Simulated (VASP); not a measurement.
# Ru (P6_3/mmc) in VASP: vibrations by perturbation theory with LDA

Aim: the vibrations by perturbation theory of Ru with LDA.

Everything below comes from runs of VASP 6.6.1. Logs are shortened: lines on timing, memory, paths and dates and some standing lists are left out, and cuts for length are marked.

## Step 1: The cell of the first run

The structure is hexagonal, space group P6_3/mmc (No. 194). The conventional cell has a = 2.706 Å, b = 2.706 Å, c = 4.282 Å, α = 90.00°, β = 90.00°, γ = 120.00°. Ru (site symmetry -6m2) has 12 Ru at 2.65 to 2.71 Å within 3.5 Å.

## Step 2: Vibrations by perturbation theory, LDA

The input, INCAR:

```
PREC     = Accurate       # precision mode
ENCUT    = 520            # plane-wave cutoff, eV
EDIFF    = 1E-8           # SCF threshold, eV
ISMEAR   = 1              # smearing method
SIGMA    = 0.1            # smearing width, eV
LREAL    = F              # projectors in reciprocal space
LASPH    = T              # aspherical terms in the spheres
NELM     = 100            # most SCF steps
ALGO     = Normal         # electronic algorithm
ISIF     = 2              # what is computed and relaxed
LWAVE    = F              # write WAVECAR
LCHARG   = F              # write CHGCAR
NBANDS   = 21             # bands
IBRION   = 8              # ionic algorithm
NSW      = 1              # ionic steps
```

The input, KPOINTS:

```
regular mesh
0
Gamma
  16 16 8
```

The input, POSCAR:

```
Ru
1.0
    2.7058000000      0.0000000000      0.0000000000
   -1.3529000000      2.3432920000      0.0000000000
    0.0000000000      0.0000000000      4.2819000000
Ru
2
Direct
    0.3333333333      0.6666666667      0.2500000000
    0.6666666667      0.3333333333      0.7500000000
```

Potentials or basis: VASP PAW LDA potentials, release 64 (Ru_pv).

Command:

```
cat potpaw_LDA.64/Ru_pv/POTCAR > POTCAR
mpirun -np 1 vasp_std > vasp.out
```

OUTCAR:

```text
PREC = Accurate
   ENCUT = 520
   EDIFF = 1E-8
   ISMEAR = 1
   LREAL = F
   LASPH = T
   NELM = 100
   ISIF = 2
   IBRION = 8
   NSW = 1

 ion  position               nearest neighbor table
   1  0.333  0.667  0.250-   2 2.65   2 2.65   2 2.65   2 2.65   2 2.65   2 2.65
   2  0.667  0.333  0.750-   1 2.65   1 2.65   1 2.65   1 2.65   1 2.65   1 2.65

  LATTYP: Found a hexagonal cell.
 ALAT       =     2.7058000000
 C/A-ratio  =     1.5824894671

  Lattice vectors:

 A1 = (   2.7058000000,   0.0000000000,   0.0000000000)
 A2 = (  -1.3529000000,   2.3432920000,   0.0000000000)
 A3 = (   0.0000000000,   0.0000000000,   4.2819000000)

Analysis of symmetry for initial positions (statically):
=====================================================================
 Subroutine PRICEL returns:
 Original cell was already a primitive cell.

 Routine SETGRP: Setting up the symmetry group for a
 hexagonal supercell.

 Subroutine GETGRP returns: Found 24 space group operations
 (whereof 12 operations were pure point group operations)
 out of a pool of 24 trial point group operations.

The static configuration has the point symmetry D_3d.
 The point group associated with its full space group is D_6h.

Analysis of symmetry for dynamics (positions and initial velocities):
=====================================================================
 Subroutine PRICEL returns:
 Original cell was already a primitive cell.

 Routine SETGRP: Setting up the symmetry group for a
 hexagonal supercell.

 Subroutine GETGRP returns: Found 24 space group operations
 (whereof 12 operations were pure point group operations)
 out of a pool of 24 trial point group operations.

The dynamic configuration has the point symmetry D_3d.
 The point group associated with its full space group is D_6h.

 Subroutine INISYM returns: Found 24 space group operations
 (whereof 12 operations are pure point group operations),
 and found     1 'primitive' translations

----------------------------------------------------------------------------------------

                                     Primitive cell

  volume of cell :      27.1493

  direct lattice vectors                    reciprocal lattice vectors
     2.705800000  0.000000000  0.000000000     0.369576465  0.213375030  0.000000000
    -1.352900000  2.343292000  0.000000000     0.000000000  0.426750059  0.000000000
     0.000000000  0.000000000  4.281900000     0.000000000  0.000000000  0.233541185

  length of vectors
     2.705800000  2.705800400  4.281900000     0.426750122  0.426750059  0.233541185

  position of ions in fractional coordinates (direct lattice)
     0.333333333  0.666666667  0.250000000
     0.666666667  0.333333333  0.750000000

  ion indices of the primitive-cell ions
   primitive index   ion index
                 1           1
                 2           2

----------------------------------------------------------------------------------------

 KPOINTS: regular mesh

Automatic generation of k-mesh.
 Grid dimensions read from file:
 generate k-points for:   16   16    8

 Generating k-lattice:

  Cartesian coordinates                     Fractional coordinates (reciprocal lattice)
     0.023098529  0.013335939  0.000000000     0.062500000  0.000000000  0.000000000
     0.000000000  0.026671879  0.000000000     0.000000000  0.062500000  0.000000000
     0.000000000  0.000000000  0.029192648     0.000000000  0.000000000  0.125000000

  Length of vectors
     0.026671883  0.026671879  0.029192648

[... 80 lines left out ...]
   AEXX    =    0.0000 exact exchange contribution
   IVDW    =     0    specifies the selected vdW correction
   LEPSILON=     F    determine dielectric tensor
   LRPA    =     F    only Hartree local field effects (RPA)
 non-spin polarized calculation
 Methfessel and Paxton  Order N= 1 SIGMA  =   0.10
  energy-cutoff  :      520.00
  volume of cell :       27.15
 maximum number of plane-waves:       752
 NGX is ok and might be reduce to    20
   NGX =  9   NGY =  9   NGZ = 15

--------------------------------------- Ionic step        1  -------------------------------------------

 number of electron      28.0000009 magnetization

 Free energy of the ion-electron system (eV)
  ---------------------------------------------------
  ext. energy  EPLUGINS =         0.00000000
  ---------------------------------------------------
  free energy    TOTEN  =       -21.36015338 eV

  energy without entropy =      -21.35996987  energy(sigma->0) =      -21.36009221

 E-fermi :  12.7530     XC(G=0): -14.3819

 val. band max:       12.7462408786   @ k =   0.4375   0.1250   0.3750
 cond. band min:      12.7744497352   @ k =   0.3125   0.1250   0.2500
 fundamental gap:      0.0282088566
 Fermi energy:        12.7529633355

 k-point     1 :       0.0000    0.0000    0.0000
  band No.  band energies     occupation
      1     -30.7647      2.00000
      2     -29.8114      2.00000
      3     -29.8114      2.00000
      4     -29.6384      2.00000
      5     -29.6384      2.00000
      6     -29.6010      2.00000
[... 565 lines left out ...]
     20      22.9076      0.00000
     21      23.6577      0.00000

 [... further k-points ...]

------------------------ aborting loop because EDIFF is reached ----------------------------------------

  FORCE on cell =-STRESS in cart. coord.  units (eV):
  Direction    XX          YY          ZZ          XY          YZ          ZX
  --------------------------------------------------------------------------------------
  -------------------------------------------------------------------------------------
  Total       -1.8024461     -1.8024468     -2.2911095     -0.0000000     -0.0000000     -0.0000000
  in kB     -106.3687964   -106.3688384   -135.2065739     -0.0000000     -0.0000000     -0.0000000
  external PRESSURE =    -115.9814029 kB  Pullay stress =       0.0000000 kB

 VOLUME and BASIS-vectors are now :
 -----------------------------------------------------------------------------
  energy-cutoff  :      520.00
  volume of cell :       27.15
      direct lattice vectors                 reciprocal lattice vectors
     2.705800000  0.000000000  0.000000000     0.369576465  0.213375030  0.000000000
    -1.352900000  2.343292000  0.000000000     0.000000000  0.426750059  0.000000000
     0.000000000  0.000000000  4.281900000     0.000000000  0.000000000  0.233541185

 POSITION                                       TOTAL-FORCE (eV/Angst)
 -----------------------------------------------------------------------------------
     -0.00000      1.56219      1.07048        -0.000000     -0.000000      0.000000
      1.35290      0.78110      3.21143         0.000000      0.000000      0.000000
 -----------------------------------------------------------------------------------
    total drift:                               -0.000000      0.000000     -0.000000

  FREE ENERGIE OF THE ION-ELECTRON SYSTEM (eV)
  ---------------------------------------------------
  free  energy   TOTEN  =       -21.3601533796 eV

  energy  without entropy=      -21.3599698746  energy(sigma->0) =      -21.36009221

[... ionic steps 2 to 3 ...]

--------------------------------------- Ionic step        4  -------------------------------------------

------------------------ aborting loop because EDIFF is reached ----------------------------------------

[... ionic steps 5 to 5 ...]

--------------------------------------- Ionic step        6  -------------------------------------------

 Free energy of the ion-electron system (eV)
  ---------------------------------------------------
  ---------------------------------------------------
  free energy    TOTEN  =        -0.73327583 eV

  energy without entropy =       -0.73327583

------------------------ aborting loop because EDIFF is reached ----------------------------------------

 INTERNAL STRAIN TENSOR  FOR ION    1  DIRECTION 3   (eV/Angst):
 -----------------------------------------------------------------------------
    -0.07401  0.00000 -0.00000
     0.00000 -0.07401  0.00000
    -0.00000 -0.00000  0.15368

 INTERNAL STRAIN TENSOR FOR ION    2 for displacements in x,y,z  (eV/Angst):
          X           Y           Z          XY          YZ          ZX
  --------------------------------------------------------------------------------
  x     0.00000     0.00000     0.00000     2.92075     0.00000     0.00000
  y     2.92075    -2.92075     0.00000     0.00000     0.00000     0.00000
  z     0.00000    -0.00000     0.00000     0.00000     0.00000     0.00000

 SECOND DERIVATIVES (NOT SYMMETRIZED)
 ------------------------------------
               1X          1Y          1Z          2X          2Y          2Z
  1X    -6.922836    0.000000    0.000000    6.922836    0.000000    0.000000
  1Y     0.000000   -6.922839    0.000000    0.000000    6.922839    0.000000
  1Z     0.000000    0.000000  -10.683310    0.000000    0.000000   10.683310
  2X     6.922836    0.000000    0.000000   -6.922836    0.000000    0.000000
  2Y     0.000000    6.922839    0.000000    0.000000   -6.922839    0.000000
  2Z     0.000000    0.000000   10.683310    0.000000    0.000000  -10.683310

 Eigenvectors and eigenvalues of the dynamical matrix
 ----------------------------------------------------

   1 f  =    7.187991 THz    45.163478 2PiTHz  239.765562 cm-1    29.727128 meV
             X         Y         Z           dx          dy          dz
     -0.000000  1.562195  1.070475     0.000000    0.000000    0.707107
      1.352900  0.781097  3.211425    -0.000000   -0.000000   -0.707107
[... 16 lines left out ...]
   5 f  =    0.000000 THz     0.000000 2PiTHz    0.000001 cm-1     0.000000 meV
             X         Y         Z           dx          dy          dz
     -0.000000  1.562195  1.070475    -0.177638    0.666002   -0.157753
      1.352900  0.781097  3.211425    -0.177638    0.666002   -0.157753

   6 f/i=    0.000000 THz     0.000001 2PiTHz    0.000003 cm-1     0.000000 meV
             X         Y         Z           dx          dy          dz
     -0.000000  1.562195  1.070475     0.018695   -0.158198   -0.688930
      1.352900  0.781097  3.211425     0.018695   -0.158198   -0.688930

--------------------------------------------------------------------------------------------------------

 ELASTIC MODULI CONTR FROM IONIC RELAXATION (kBar)
 Direction    XX          YY          ZZ          XY          YZ          ZX
 --------------------------------------------------------------------------------
 XX         -72.7206     72.7206     -0.0000     -0.0000     -0.0000      0.0000
 YY          72.7206    -72.7206      0.0000      0.0000      0.0000      0.0000
 ZZ          -0.0000      0.0000     -0.0000     -0.0000     -0.0000      0.0000
 XY          -0.0000      0.0000     -0.0000    -72.7206     -0.0000      0.0000
 YZ          -0.0000      0.0000     -0.0000     -0.0000     -0.0000      0.0000
 ZX           0.0000      0.0000      0.0000      0.0000      0.0000      0.0000
 --------------------------------------------------------------------------------
```

Wall time 17 min (1 thread of Intel Xeon 8259CL, shared host); peak memory 0.71 GiB.

Results:

```
Highest phonon frequency at Γ : 240 cm⁻¹
```

Phonon frequencies in cm⁻¹ (negative: imaginary):
```tsv
q point	frequencies
(0.000, 0.000, 0.000)	0 0 0 193 193 240
```

Caveat: the cell stands under pressure or tension, which shifts response properties.
